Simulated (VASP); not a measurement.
# BN (BN (P6_3/mmc)) (P6_3/mmc) in VASP: a series of runs

BN (BN (P6_3/mmc)) is run at these levels: PBE; tasks: single point.

Program: VASP 6.6.1. These are calculated values, not measurements. Logs are shortened: lines on timing, memory, paths and dates and some standing lists are left out, and cuts for length are marked.

### Step 1. The cell of the first run

Symmetry: P6_3/mmc, No. 194, hexagonal system. The conventional cell has a = 2.488 Å, b = 2.488 Å, c = 6.495 Å, α = 90.00°, β = 90.00°, γ = 120.00°. B (site symmetry -6m2) has 3 N at 1.44 Å within 1.9 Å. N (site symmetry -6m2) has 3 B at 1.44 Å within 1.9 Å.

### Step 2. Single point, PBE

Contents of INCAR:

```
PREC = Accurate
ENCUT = 520
EDIFF = 1E-7
ISMEAR = 0
SIGMA = 0.01
LREAL = F
LASPH = T
NELM = 60
ALGO = Normal
ISIF = 2
LWAVE = F
LCHARG = T
GGA = PE
LELF = T
LVHAR = T
NBANDS = 36
```

Contents of KPOINTS:

```
regular mesh
0
Gamma
  3 3 2
```

Contents of POSCAR:

```
BN
1.0
    3.7325156433      2.1549689100      0.0000000000
   -3.7325156433      2.1549689100      0.0000000000
    0.0000000000      0.0000000000      6.4954828750
B N
6 6
Direct
    0.0000000000      0.6666666700      0.2500000000
    0.3333333300      0.3333333300      0.2500000000
    0.6666666700      0.0000000000      0.2500000000
    0.0000000000      0.3333333300      0.7500000000
    0.3333333300      0.0000000000      0.7500000000
    0.6666666700      0.6666666700      0.7500000000
    0.0000000000      0.6666666700      0.7500000000
    0.3333333300      0.3333333300      0.7500000000
    0.6666666700      0.0000000000      0.7500000000
    0.0000000000      0.3333333300      0.2500000000
    0.3333333300      0.0000000000      0.2500000000
    0.6666666700      0.6666666700      0.2500000000
```

Potentials or basis: VASP PAW PBE potentials, release 64 (B, N).

Command:

```console
$ cat potpaw_PBE.64/B/POTCAR potpaw_PBE.64/N/POTCAR > POTCAR
$ mpirun -np 1 vasp_std > vasp.out
```

OUTCAR:

```text
PREC = Accurate
   ENCUT = 520
   EDIFF = 1E-7
   ISMEAR = 0
   LREAL = F
   LASPH = T
   NELM = 60
   ISIF = 2
   GGA = PE

 ion  position               nearest neighbor table
   1  0.000  0.667  0.250-  11 1.44  12 1.44  10 1.44
   2  0.333  0.333  0.250-  10 1.44  11 1.44  12 1.44
   3  0.667  0.000  0.250-  10 1.44  12 1.44  11 1.44
   4  0.000  0.333  0.750-   9 1.44   8 1.44   7 1.44
   5  0.333  0.000  0.750-   7 1.44   8 1.44   9 1.44
   6  0.667  0.667  0.750-   7 1.44   9 1.44   8 1.44
   7  0.000  0.667  0.750-   5 1.44   6 1.44   4 1.44
   8  0.333  0.333  0.750-   4 1.44   5 1.44   6 1.44
   9  0.667  0.000  0.750-   4 1.44   6 1.44   5 1.44
  10  0.000  0.333  0.250-   3 1.44   2 1.44   1 1.44
  11  0.333  0.000  0.250-   1 1.44   2 1.44   3 1.44
  12  0.667  0.667  0.250-   1 1.44   3 1.44   2 1.44

  LATTYP: Found a hexagonal cell.
 ALAT       =     4.3099378221
 C/A-ratio  =     1.5070943348

  Lattice vectors:

 A1 = (   3.7325156433,   2.1549689100,   0.0000000000)
 A2 = (  -3.7325156433,   2.1549689100,   0.0000000000)
 A3 = (   0.0000000000,   0.0000000000,   6.4954828750)

Analysis of symmetry for initial positions (statically):
=====================================================================
 Subroutine PRICEL returns following result:

  LATTYP: Found a hexagonal cell.
 ALAT       =     2.4883437361
 C/A-ratio  =     2.6103639866

  Lattice vectors:

 A1 = (  -1.2441719060,  -2.1549688669,   0.0000000000)
 A2 = (   2.4883437746,  -0.0000000215,   0.0000000000)
 A3 = (   0.0000000000,   0.0000000000,   6.4954828750)

   3 primitive cells build up your supercell.

 Routine SETGRP: Setting up the symmetry group for a
 hexagonal supercell.

 Subroutine GETGRP returns: Found 24 space group operations
 (whereof 12 operations were pure point group operations)
 out of a pool of 24 trial point group operations.

The static configuration has the point symmetry D_3d.
 The point group associated with its full space group is D_6h.

Analysis of symmetry for dynamics (positions and initial velocities):
=====================================================================
 Subroutine PRICEL returns following result:

  LATTYP: Found a hexagonal cell.
 ALAT       =     2.4883437361
 C/A-ratio  =     2.6103639866

  Lattice vectors:

 A1 = (  -1.2441719060,  -2.1549688669,   0.0000000000)
 A2 = (   2.4883437746,  -0.0000000215,   0.0000000000)
 A3 = (   0.0000000000,   0.0000000000,   6.4954828750)

   3 primitive cells build up your supercell.

 Routine SETGRP: Setting up the symmetry group for a
 hexagonal supercell.

 Subroutine GETGRP returns: Found 24 space group operations
 (whereof 12 operations were pure point group operations)
 out of a pool of 24 trial point group operations.

The dynamic configuration has the point symmetry D_3d.
 The point group associated with its full space group is D_6h.

 Subroutine INISYM returns: Found 24 space group operations
 (whereof 12 operations are pure point group operations),
 and found     3 'primitive' translations

----------------------------------------------------------------------------------------

                                     Primitive cell

  volume of cell :      34.8307

  direct lattice vectors                    reciprocal lattice vectors
    -1.244171906 -2.154968867  0.000000000    -0.000000004 -0.464043825  0.000000000
     2.488343775 -0.000000022  0.000000000     0.401873730 -0.232021916  0.000000000
     0.000000000  0.000000000  6.495482875     0.000000000  0.000000000  0.153953142

  length of vectors
     2.488343736  2.488343775  6.495482875     0.464043825  0.464043817  0.153953142

  position of ions in fractional coordinates (direct lattice)
     0.333333330  0.666666660  0.250000000
     0.666666640  0.333333310  0.750000000
     0.333333330  0.666666660  0.750000000
     0.666666640  0.333333310  0.250000000

  ion indices of the primitive-cell ions
   primitive index   ion index
                 1           1
                 2           6
                 3           7
                 4          12

----------------------------------------------------------------------------------------

 KPOINTS: regular mesh

Automatic generation of k-mesh.
 Grid dimensions read from file:
 generate k-points for:    3    3    2

 Generating k-lattice:

  Cartesian coordinates                     Fractional coordinates (reciprocal lattice)
     0.044652637  0.077340636  0.000000000     0.333333333 -0.000000000  0.000000000
    -0.044652637  0.077340636  0.000000000    -0.000000000  0.333333333  0.000000000
     0.000000000  0.000000000  0.076976571     0.000000000  0.000000000  0.500000000

  Length of vectors
     0.089305274  0.089305274  0.076976571

  Shift w.r.t. Gamma in fractional coordinates (k-lattice)
     0.000000000  0.000000000  0.000000000

 Subroutine IBZKPT returns following result:
 ===========================================

 Found      6 irreducible k-points:

 Following reciprocal coordinates:
            Coordinates               Weight
  0.000000  0.000000  0.000000      1.000000
  0.333333  0.000000  0.000000      6.000000
  0.333333  0.333333  0.000000      2.000000
  0.000000  0.000000  0.500000      1.000000
  0.333333  0.000000  0.500000      6.000000
  0.333333  0.333333  0.500000      2.000000
   k-points           NKPTS =      6   k-points in BZ     NKDIM =      6   number of bands    NBANDS=     36
   number of dos      NEDOS =    301   number of ions     NIONS =     12
   total plane-waves  NPLWV =  49152
   dimension x,y,z NGX =    32 NGY =   32 NGZ =   48
   dimension x,y,z NGXF=    64 NGYF=   64 NGZF=   96
   ions per type =               6   6
   NGX,Y,Z   is equivalent  to a cutoff of  12.34, 12.34, 12.29 a.u.
   NGXF,Y,Z  is equivalent  to a cutoff of  24.69, 24.69, 24.57 a.u.
 SYSTEM =  unknown system
   PREC   = accura    normal or accurate (medium, high low for compatibility)
   ISTART =      0    job   : 0-new  1-cont  2-samecut
   ICHARG =      2    charge: 1-file 2-atom 10-const
   ISPIN  =      1    spin polarized calculation?
   LNONCOLLINEAR =      F non collinear calculations
   LSORBIT =      F    spin-orbit coupling
   LASPH  =      T    aspherical Exc in radial PAW
   ENCUT  =  520.0 eV  38.22 Ry    6.18 a.u.   8.01  8.01 12.08*2*pi/ulx,y,z
   NELM   =     60;   NELMIN=  2; NELMDL= -5     # of ELM steps
   EDIFF  = 0.1E-06   stopping-criterion for ELM
   LREAL  =      F    real-space projection
   EDIFFG = 0.1E-05   stopping-criterion for IOM
   NSW    =      0    number of steps for IOM
   IBRION =     -1    ionic relax: 0-MD 1-quasi-New 2-CG
   NFREE  =      0    steps in history (QN), initial steepest desc. (CG)
   ISIF   =      2    stress and relaxation
   ISYM   =      2    0-nonsym 1-usesym 2-fastsym
   POTIM  = 0.5000    time-step for ionic-motion
   TEBEG  =    0.0;   TEEND  =   0.0 temperature during run
   PSTRESS=    0.0 pullay stress
   NELECT =      48.0000    total number of electrons
   NUPDOWN=      -1.0000    fix difference up-down
   EMIN   =  10.00;   EMAX   =-10.00  energy-range for DOS
   EFERMI =   0.00;   METHOD = LEGACY
   ISMEAR =     0;   SIGMA  =   0.01  broadening in eV -4-tet -1-fermi 0-gaus
   EFERMI_NEDOS =   21; number of points for ismear=-14 and -15
   IALGO  =     38    algorithm
   IMIX   =      4    mixing-type and parameters
     AMIX     =   0.40;   BMIX     =  1.00
     AMIX_MAG =   1.60;   BMIX_MAG =  1.00
  volume/ion in A,a.u.               =       8.71        58.76
  Fermi-wavevector in a.u.,A,eV,Ry     =   1.263166  2.387038 21.709310  1.595589
  Thomas-Fermi vector in A             =   2.396537
   LORBIT       =      0    0 simple, 1 ext, 2 COOP (PROOUT), +10 PAW based schemes
   GGA     = PE    functional components
   LHFCALC =     F    Hartree Fock is set to
   AEXX    =    0.0000 exact exchange contribution
   IVDW    =     0    specifies the selected vdW correction
   LEPSILON=     F    determine dielectric tensor
   LRPA    =     F    only Hartree local field effects (RPA)
 non-spin polarized calculation
 Gauss-broadening in eV      SIGMA  =   0.01
  energy-cutoff  :      520.00
  volume of cell :      104.49
 maximum number of plane-waves:      2824
   NGX = 17   NGY = 17   NGZ = 25

 number of electron      48.0000001 magnetization

 Free energy of the ion-electron system (eV)
  ---------------------------------------------------
  ext. energy  EPLUGINS =         0.00000000
  ---------------------------------------------------
  free energy    TOTEN  =      -105.30046734 eV

  energy without entropy =     -105.30046734  energy(sigma->0) =     -105.30046734

 E-fermi :   2.6025     XC(G=0): -10.2530

 val. band max:        2.5429157831   @ k =   0.0000   0.0000   0.5000
 cond. band min:       6.9390606427   @ k =   0.3333   0.0000   0.0000
 fundamental gap:      4.3961448596
 Fermi energy:         2.6025188421

 k-point     1 :       0.0000    0.0000    0.0000
  band No.  band energies     occupation
      1     -15.3951      2.00000
      2     -15.0492      2.00000
      3     -11.4764      2.00000
      4     -11.4764      2.00000
      5     -11.4764      2.00000
      6     -11.4764      2.00000
[... 28 lines left out ...]
     35      14.3775      0.00000
     36      14.3775      0.00000

 k-point     2 :       0.3333    0.0000    0.0000
  band No.  band energies     occupation
      1     -14.6714      2.00000
      2     -14.3544      2.00000
      3     -12.7908      2.00000
      4     -12.5767      2.00000
      5     -11.9980      2.00000
      6     -11.9188      2.00000
[... 28 lines left out ...]
     35      14.2853      0.00000
     36      14.5423      0.00000

 k-point     3 :       0.3333    0.3333    0.0000
  band No.  band energies     occupation
      1     -13.3706      2.00000
      2     -13.3706      2.00000
      3     -13.3706      2.00000
      4     -13.1214      2.00000
      5     -13.1214      2.00000
      6     -13.1214      2.00000
[... 28 lines left out ...]
     35      12.9659      0.00000
     36      12.9659      0.00000

 k-point     4 :       0.0000    0.0000    0.5000
  band No.  band energies     occupation
      1     -15.2284      2.00000
      2     -15.2284      2.00000
      3     -11.4759      2.00000
      4     -11.4759      2.00000
      5     -11.4759      2.00000
      6     -11.4759      2.00000
[... 28 lines left out ...]
     35      14.6051      0.00000
     36      14.6051      0.00000

 k-point     5 :       0.3333    0.0000    0.5000
  band No.  band energies     occupation
      1     -14.5183      2.00000
      2     -14.5183      2.00000
      3     -12.6860      2.00000
      4     -12.6860      2.00000
      5     -11.9579      2.00000
      6     -11.9579      2.00000
[... 28 lines left out ...]
     35      14.4807      0.00000
     36      14.4839      0.00000

 k-point     6 :       0.3333    0.3333    0.5000
  band No.  band energies     occupation
      1     -13.2491      2.00000
      2     -13.2491      2.00000
      3     -13.2491      2.00000
      4     -13.2491      2.00000
      5     -13.2491      2.00000
      6     -13.2491      2.00000
[... 28 lines left out ...]
     35      12.7150      0.00000
     36      12.7150      0.00000

------------------------ aborting loop because EDIFF is reached ----------------------------------------

  FORCE on cell =-STRESS in cart. coord.  units (eV):
  Direction    XX          YY          ZZ          XY          YZ          ZX
  --------------------------------------------------------------------------------------
  -------------------------------------------------------------------------------------
  Total        7.3994243      7.3994243      2.2894852      0.0000000     -0.0000000     -0.0000000
  in kB      113.4552063    113.4552062     35.1046256      0.0000000     -0.0000000     -0.0000000
  external PRESSURE =      87.3383460 kB  Pullay stress =       0.0000000 kB

 VOLUME and BASIS-vectors are now :
 -----------------------------------------------------------------------------
  energy-cutoff  :      520.00
  volume of cell :      104.49
      direct lattice vectors                 reciprocal lattice vectors
     3.732515643  2.154968910  0.000000000     0.133957911  0.232021909  0.000000000
    -3.732515643  2.154968910  0.000000000    -0.133957911  0.232021909  0.000000000
     0.000000000  0.000000000  6.495482875     0.000000000  0.000000000  0.153953142

 POSITION                                       TOTAL-FORCE (eV/Angst)
 -----------------------------------------------------------------------------------
     -2.48834      1.43665      1.62387        -0.000000     -0.000000     -0.000000
      0.00000      1.43665      1.62387        -0.000000     -0.000000      0.000000
      2.48834      1.43665      1.62387         0.000000     -0.000000      0.000000
     -1.24417      0.71832      4.87161         0.000000     -0.000000     -0.000000
      1.24417      0.71832      4.87161         0.000000      0.000000      0.000000
      0.00000      2.87329      4.87161        -0.000000      0.000000      0.000000
     -2.48834      1.43665      4.87161        -0.000000     -0.000000      0.000000
      0.00000      1.43665      4.87161        -0.000000      0.000000      0.000000
      2.48834      1.43665      4.87161        -0.000000     -0.000000      0.000000
     -1.24417      0.71832      1.62387         0.000000     -0.000000      0.000000
      1.24417      0.71832      1.62387        -0.000000      0.000000      0.000000
      0.00000      2.87329      1.62387        -0.000000     -0.000000      0.000000
 -----------------------------------------------------------------------------------
    total drift:                                0.000000      0.000000     -0.000000

  FREE ENERGIE OF THE ION-ELECTRON SYSTEM (eV)
  ---------------------------------------------------
  free  energy   TOTEN  =      -105.3004673395 eV

  energy  without entropy=     -105.3004673395  energy(sigma->0) =     -105.30046734
```

Wall time 50 s (1 thread of AMD EPYC 7R43 (Zen 3), shared host); peak memory 0.16 GiB.

What came out:

| Quantity | Value |
| --- | --- |
| Free energy | -105.3005 eV |
| Pressure | 8.7 GPa |
| Band gap on the k mesh | 4.40 eV |

Caveat: the k points lie up to 0.56 Å⁻¹ apart; this functional lacks dispersion, which binds the layers, so the pressure and a relaxed spacing across them are unreliable.

(Continued in part 2 of 2.)
